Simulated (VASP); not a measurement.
# Te (Cmce) in VASP: single point with r2SCAN

Aim: the single point of Te with r2SCAN.

Program: VASP 6.6.1. These are calculated values, not measurements. Logs are shortened: lines on timing, memory, paths and dates and some standing lists are left out, and cuts for length are marked.

## (1) The cell of the first run

The structure is orthorhombic, space group Cmce (No. 64). The conventional cell has a = 6.799 Å, b = 4.493 Å, c = 9.165 Å, α = 90.00°, β = 90.00°, γ = 90.00°. Te (site symmetry m) has 1 Te at 2.53 Å within 3.3 Å.

## (2) Single point, r2SCAN

The input, POSCAR:

```
Te
1.0
    3.3992688919     -2.2466566970      0.0000000000
    3.3992688919      2.2466566970      0.0000000000
    0.0000000000      0.0000000000      9.1646725742
Te
4
Direct
    0.8500000000      0.1500000000      0.1170000000
    0.6500000000      0.3500000000      0.6170000000
    0.1500000000      0.8500000000      0.8830000000
    0.3500000000      0.6500000000      0.3830000000
```

The input, INCAR.step1:

```
PREC     = Accurate       # precision mode
ENCUT    = 520            # plane-wave cutoff, eV
ISMEAR   = 0              # smearing method
SIGMA    = 0.1            # smearing width, eV
LREAL    = False          # projectors in reciprocal space
LASPH    = True           # aspherical terms in the spheres
NELM     = 100            # most SCF steps
NBANDS   = 20             # bands
GGA      = PE             # functional
ALGO     = Normal         # electronic algorithm
EDIFF    = 1E-4           # SCF threshold, eV
LWAVE    = True           # write WAVECAR
LCHARG   = False          # write CHGCAR
```

The input, INCAR.step2:

```
PREC     = Accurate       # precision mode
ENCUT    = 520            # plane-wave cutoff, eV
EDIFF    = 1E-7           # SCF threshold, eV
ISMEAR   = 0              # smearing method
SIGMA    = 0.1            # smearing width, eV
LREAL    = False          # projectors in reciprocal space
LASPH    = True           # aspherical terms in the spheres
NELM     = 100            # most SCF steps
ALGO     = Normal         # electronic algorithm
ISIF     = 2              # what is computed and relaxed
LWAVE    = False          # write WAVECAR
LCHARG   = True           # write CHGCAR
METAGGA  = R2SCAN         # meta-GGA
LMIXTAU  = True         
LELF     = True           # ELF
LVHAR    = True         
NBANDS   = 20             # bands
ISTART   = 1
```

The input, KPOINTS:

```
regular mesh
0
Gamma
  6 6 2
```

Potentials or basis: VASP PAW PBE potentials, release 64 (Te).

On the command line:

```console
$ cat potpaw_PBE.64/Te/POTCAR > POTCAR
$ cp INCAR.step1 INCAR
$ mpirun -np 1 vasp_std > vasp.out
$ cp INCAR.step2 INCAR
$ mpirun -np 1 vasp_std > vasp.out
```

OUTCAR:

```text
PREC = Accurate
   ENCUT = 520
   EDIFF = 1E-7
   ISMEAR = 0
   LREAL = False
   LASPH = True
   NELM = 100
   ISIF = 2
   METAGGA = R2SCAN
   ISTART = 1

 ion  position               nearest neighbor table
   1  0.850  0.150  0.117-   3 2.53   4 3.32   4 3.32
   2  0.650  0.350  0.617-   4 2.53   3 3.32   3 3.32
   3  0.150  0.850  0.883-   1 2.53   2 3.32   2 3.32
   4  0.350  0.650  0.383-   2 2.53   1 3.32   1 3.32

  LATTYP: Found a base centered orthorhombic cell.
 ALAT       =     4.4933133940
 B/A-ratio  =     1.5130344108
 C/A-ratio  =     2.0396246090

  Lattice vectors:

 A1 = (  -3.3992688919,  -2.2466566970,   0.0000000000)
 A2 = (   3.3992688919,  -2.2466566970,   0.0000000000)
 A3 = (   0.0000000000,   0.0000000000,   9.1646725742)

Analysis of symmetry for initial positions (statically):
=====================================================================
 Subroutine PRICEL returns:
 Original cell was already a primitive cell.

 Routine SETGRP: Setting up the symmetry group for a
 base centered orthorhombic supercell.

 Subroutine GETGRP returns: Found  8 space group operations
 (whereof  4 operations were pure point group operations)
 out of a pool of  8 trial point group operations.

The static configuration has the point symmetry C_2h.
 The point group associated with its full space group is D_2h.

Analysis of symmetry for dynamics (positions and initial velocities):
=====================================================================
 Subroutine PRICEL returns:
 Original cell was already a primitive cell.

 Routine SETGRP: Setting up the symmetry group for a
 base centered orthorhombic supercell.

 Subroutine GETGRP returns: Found  8 space group operations
 (whereof  4 operations were pure point group operations)
 out of a pool of  8 trial point group operations.

The dynamic configuration has the point symmetry C_2h.
 The point group associated with its full space group is D_2h.

 Subroutine INISYM returns: Found  8 space group operations
 (whereof  4 operations are pure point group operations),
 and found     1 'primitive' translations

----------------------------------------------------------------------------------------

                                     Primitive cell

  volume of cell :     139.9810

  direct lattice vectors                    reciprocal lattice vectors
     3.399268892 -2.246656697  0.000000000     0.147090453 -0.222552916  0.000000000
     3.399268892  2.246656697  0.000000000     0.147090453  0.222552916  0.000000000
     0.000000000  0.000000000  9.164672574     0.000000000  0.000000000  0.109114646

  length of vectors
     4.074615971  4.074615971  9.164672574     0.266768442  0.266768442  0.109114646

  position of ions in fractional coordinates (direct lattice)
     0.850000000  0.150000000  0.117000000
     0.650000000  0.350000000  0.617000000
     0.150000000  0.850000000  0.883000000
     0.350000000  0.650000000  0.383000000

  ion indices of the primitive-cell ions
   primitive index   ion index
                 1           1
                 2           2
                 3           3
                 4           4

----------------------------------------------------------------------------------------

 KPOINTS: regular mesh

Automatic generation of k-mesh.
 Grid dimensions read from file:
 generate k-points for:    6    6    2

 Generating k-lattice:

  Cartesian coordinates                     Fractional coordinates (reciprocal lattice)
     0.024515075 -0.037092153  0.000000000     0.166666667  0.000000000  0.000000000
     0.024515075  0.037092153  0.000000000     0.000000000  0.166666667  0.000000000
     0.000000000  0.000000000  0.054557323     0.000000000  0.000000000  0.500000000

  Length of vectors
     0.044461407  0.044461407  0.054557323

  Shift w.r.t. Gamma in fractional coordinates (k-lattice)
     0.000000000  0.000000000  0.000000000

 Subroutine IBZKPT returns following result:
 ===========================================

 Found     26 irreducible k-points:

 Following reciprocal coordinates:
            Coordinates               Weight
  0.000000  0.000000  0.000000      1.000000
  0.166667  0.000000  0.000000      4.000000
  0.333333  0.000000  0.000000      4.000000
  0.500000  0.000000  0.000000      2.000000
  0.166667  0.166667  0.000000      2.000000
  0.333333  0.166667  0.000000      4.000000
[... 16 lines left out ...]
  0.333333  0.333333  0.500000      2.000000
  0.500000  0.333333  0.500000      4.000000
 [... further k-points ...]
   k-points           NKPTS =     26   k-points in BZ     NKDIM =     26   number of bands    NBANDS=     20
   number of dos      NEDOS =    301   number of ions     NIONS =      4
   total plane-waves  NPLWV =  63000
   dimension x,y,z NGX =    30 NGY =   30 NGZ =   70
   dimension x,y,z NGXF=    60 NGYF=   60 NGZF=  140
   ions per type =               4
   NGX,Y,Z   is equivalent  to a cutoff of  12.24, 12.24, 12.70 a.u.
   NGXF,Y,Z  is equivalent  to a cutoff of  24.48, 24.48, 25.40 a.u.
 SYSTEM =  unknown system
   PREC   = accura    normal or accurate (medium, high low for compatibility)
   ISTART =      1    job   : 0-new  1-cont  2-samecut
   ICHARG =      0    charge: 1-file 2-atom 10-const
   ISPIN  =      1    spin polarized calculation?
   LNONCOLLINEAR =      F non collinear calculations
   LSORBIT =      F    spin-orbit coupling
   LASPH  =      T    aspherical Exc in radial PAW
   ENCUT  =  520.0 eV  38.22 Ry    6.18 a.u.   7.58  7.58 17.04*2*pi/ulx,y,z
   NELM   =    100;   NELMIN=  2; NELMDL=  0     # of ELM steps
   EDIFF  = 0.1E-06   stopping-criterion for ELM
   LREAL  =      F    real-space projection
   EDIFFG = 0.1E-05   stopping-criterion for IOM
   NSW    =      0    number of steps for IOM
   IBRION =     -1    ionic relax: 0-MD 1-quasi-New 2-CG
   NFREE  =      0    steps in history (QN), initial steepest desc. (CG)
   ISIF   =      2    stress and relaxation
   ISYM   =      2    0-nonsym 1-usesym 2-fastsym
   POTIM  = 0.5000    time-step for ionic-motion
   TEBEG  =    0.0;   TEEND  =   0.0 temperature during run
   PSTRESS=    0.0 pullay stress
   NELECT =      24.0000    total number of electrons
   NUPDOWN=      -1.0000    fix difference up-down
   EMIN   =  10.00;   EMAX   =-10.00  energy-range for DOS
   EFERMI =   0.00;   METHOD = LEGACY
   ISMEAR =     0;   SIGMA  =   0.10  broadening in eV -4-tet -1-fermi 0-gaus
   EFERMI_NEDOS =   21; number of points for ismear=-14 and -15
   IALGO  =     38    algorithm
   IMIX   =      4    mixing-type and parameters
     AMIX     =   0.40;   BMIX     =  1.00
     AMIX_MAG =   1.60;   BMIX_MAG =  1.00
  volume/ion in A,a.u.               =      35.00       236.16
  Fermi-wavevector in a.u.,A,eV,Ry     =   0.909471  1.718651 11.253889  0.827137
  Thomas-Fermi vector in A             =   2.033519
   LORBIT       =      0    0 simple, 1 ext, 2 COOP (PROOUT), +10 PAW based schemes
   METAGGA = R2SCAN    functional components
   LHFCALC =     F    Hartree Fock is set to
   AEXX    =    0.0000 exact exchange contribution
   IVDW    =     0    specifies the selected vdW correction
   LEPSILON=     F    determine dielectric tensor
   LRPA    =     F    only Hartree local field effects (RPA)
 non-spin polarized calculation
 Gauss-broadening in eV      SIGMA  =   0.10
  energy-cutoff  :      520.00
  volume of cell :      139.98
 maximum number of plane-waves:      3803
   NGX = 15   NGY = 15   NGZ = 35

 number of electron      24.0000000 magnetization

 Free energy of the ion-electron system (eV)
  ---------------------------------------------------
  ext. energy  EPLUGINS =         0.00000000
  ---------------------------------------------------
  free energy    TOTEN  =       -99.76339594 eV

  energy without entropy =      -99.74942982  energy(sigma->0) =      -99.75641288

 E-fermi :   4.9473     XC(G=0):  -9.3601

 val. band max:        4.8861950706   @ k =  -0.3333   0.1667   0.5000
 cond. band min:       5.0258312387   @ k =   0.1667   0.1667   0.0000
 fundamental gap:      0.1396361681
 Fermi energy:         4.9473329480

 k-point     1 :       0.0000    0.0000    0.0000
  band No.  band energies     occupation
      1      -8.8258      2.00000
      2      -7.9269      2.00000
      3      -6.0301      2.00000
      4      -3.5078      2.00000
      5       0.0803      2.00000
      6       2.5401      2.00000
[... 12 lines left out ...]
     19      11.2130      0.00000
     20      11.5931      0.00000

 k-point     2 :       0.1667    0.0000    0.0000
  band No.  band energies     occupation
      1      -8.6485      2.00000
      2      -7.8244      2.00000
      3      -5.8555      2.00000
      4      -3.7007      2.00000
      5       0.1028      2.00000
      6       2.0747      2.00000
[... 12 lines left out ...]
     19      11.1640      0.00000
     20      11.9590      0.00000

 k-point     3 :       0.3333    0.0000    0.0000
  band No.  band energies     occupation
      1      -8.1932      2.00000
      2      -7.6462      2.00000
      3      -5.4042      2.00000
      4      -4.2330      2.00000
      5      -0.1558      2.00000
      6       0.5586      2.00000
[... 12 lines left out ...]
     19      12.0534      0.00000
     20      12.9967      0.00000

 k-point     4 :       0.5000    0.0000    0.0000
  band No.  band energies     occupation
      1      -7.7374      2.00000
      2      -7.7374      2.00000
      3      -4.8472      2.00000
      4      -4.8472      2.00000
      5      -0.2802      2.00000
      6      -0.2802      2.00000
[... 12 lines left out ...]
     19      12.8958      0.00000
     20      12.8958      0.00000

 k-point     5 :       0.1667    0.1667    0.0000
  band No.  band energies     occupation
      1      -8.6491      2.00000
      2      -7.7848      2.00000
      3      -5.8504      2.00000
      4      -3.4745      2.00000
      5       0.2000      2.00000
      6       2.2787      2.00000
[... 12 lines left out ...]
     19      12.0044      0.00000
     20      12.0288      0.00000
[... 353 lines left out ...]
      6       0.5803      2.00000
[... 12 lines left out ...]
     19      12.9735      0.00000
     20      12.9735      0.00000

 k-point    22 :      -0.1667    0.1667    0.5000
  band No.  band energies     occupation
      1      -8.0688      2.00000
      2      -8.0688      2.00000
      3      -4.8384      2.00000
      4      -4.8384      2.00000
      5       0.5342      2.00000
      6       0.5342      2.00000
[... 12 lines left out ...]
     19      12.1108      0.00000
     20      12.1108      0.00000

 k-point    23 :       0.3333    0.3333    0.5000
  band No.  band energies     occupation
      1      -7.9417      2.00000
      2      -7.9417      2.00000
      3      -4.4481      2.00000
      4      -4.4481      2.00000
      5       1.0318      2.00000
      6       1.0318      2.00000
[... 12 lines left out ...]
     19      12.9195      0.00000
     20      12.9195      0.00000

 k-point    24 :       0.5000    0.3333    0.5000
  band No.  band energies     occupation
      1      -7.7334      2.00000
      2      -7.7334      2.00000
      3      -4.4448      2.00000
      4      -4.4448      2.00000
      5       0.7174      2.00000
      6       0.7174      2.00000
[... 12 lines left out ...]
     19      12.3231      0.00000
     20      12.3231      0.00000

 [... further k-points ...]

------------------------ aborting loop because EDIFF is reached ----------------------------------------

  FORCE on cell =-STRESS in cart. coord.  units (eV):
  Direction    XX          YY          ZZ          XY          YZ          ZX
  --------------------------------------------------------------------------------------
  -------------------------------------------------------------------------------------
  Total        0.3308482      2.3060744      6.3237006      0.0000000      0.0000000      0.0000000
  in kB        3.7867810     26.3945779     72.3790195      0.0000000      0.0000000      0.0000000
  external PRESSURE =      34.1867928 kB  Pullay stress =       0.0000000 kB

 VOLUME and BASIS-vectors are now :
 -----------------------------------------------------------------------------
  energy-cutoff  :      520.00
  volume of cell :      139.98
      direct lattice vectors                 reciprocal lattice vectors
     3.399268892 -2.246656697  0.000000000     0.147090453 -0.222552916  0.000000000
     3.399268892  2.246656697  0.000000000     0.147090453  0.222552916  0.000000000
     0.000000000  0.000000000  9.164672574     0.000000000  0.000000000  0.109114646

 POSITION                                       TOTAL-FORCE (eV/Angst)
 -----------------------------------------------------------------------------------
      3.39927     -1.57266      1.07227         0.000000      0.912644      1.419773
      3.39927     -0.67400      5.65460         0.000000     -0.912644      1.419773
      3.39927      1.57266      8.09241         0.000000     -0.912644     -1.419773
      3.39927      0.67400      3.51007         0.000000      0.912644     -1.419773
 -----------------------------------------------------------------------------------
    total drift:                                0.000000     -0.000000     -0.000000

  FREE ENERGIE OF THE ION-ELECTRON SYSTEM (eV)
  ---------------------------------------------------
  free  energy   TOTEN  =       -99.7633959435 eV

  energy  without entropy=      -99.7494298152  energy(sigma->0) =      -99.75641288
```

Run time: 2.9 min. Hardware: 1 thread of AMD EPYC 9R45 (Zen 5), shared host; peak memory 0.24 GiB.

Results:

```yaml
Free_energy: -99.7634 eV
Pressure: 3.4 GPa
Largest_force: 1.688 eV/Å
Band_gap_on_the_k_mesh: zero (band 12 reaches 5.46 eV, above the bottom of band 13 at 3.96 eV)
```

Forces on the atoms (eV/Å):
```
Te   0.000  0.913  1.420
Te   0.000 -0.913  1.420
Te   0.000 -0.913 -1.420
Te   0.000  0.913 -1.420
```

Levels at points of the mesh, in eV from the Fermi level:
| k point | band 8 | band 9 | band 10 | band 11 | band 12 | band 13 | band 14 | band 15 | band 16 | band 17 |
| --- | --- | --- | --- | --- | --- | --- | --- | --- | --- | --- |
| (0.00, 0.00, 0.00) | -1.04 | -0.67 | -0.51 | -0.37 | 0.12 | 0.88 | 0.95 | 3.81 | 4.37 | 5.03 |
| (0.50, 0.00, 0.00) | -2.47 | -1.42 | -1.42 | -0.95 | -0.95 | 0.26 | 0.26 | 4.91 | 4.91 | 5.04 |
| (0.50, 0.50, 0.00) | -3.17 | -2.50 | -2.43 | -1.80 | -0.96 | -0.30 | 0.37 | 3.32 | 3.65 | 4.53 |
| (0.00, 0.00, 0.50) | -1.05 | -0.59 | -0.59 | -0.29 | -0.29 | 0.91 | 0.91 | 3.51 | 3.51 | 6.26 |
| (0.50, 0.00, 0.50) | -4.02 | -1.61 | -1.61 | -0.29 | -0.29 | 1.41 | 1.41 | 3.60 | 3.60 | 5.55 |
| (0.50, 0.50, 0.50) | -3.78 | -1.54 | -1.54 | -0.99 | -0.99 | -0.99 | -0.99 | 2.75 | 2.75 | 6.12 |

Caveat: the PAW data sets were made with another functional, which shifts forces and pressure a little; spin-orbit coupling is left out, which moves the levels of the heavy elements.
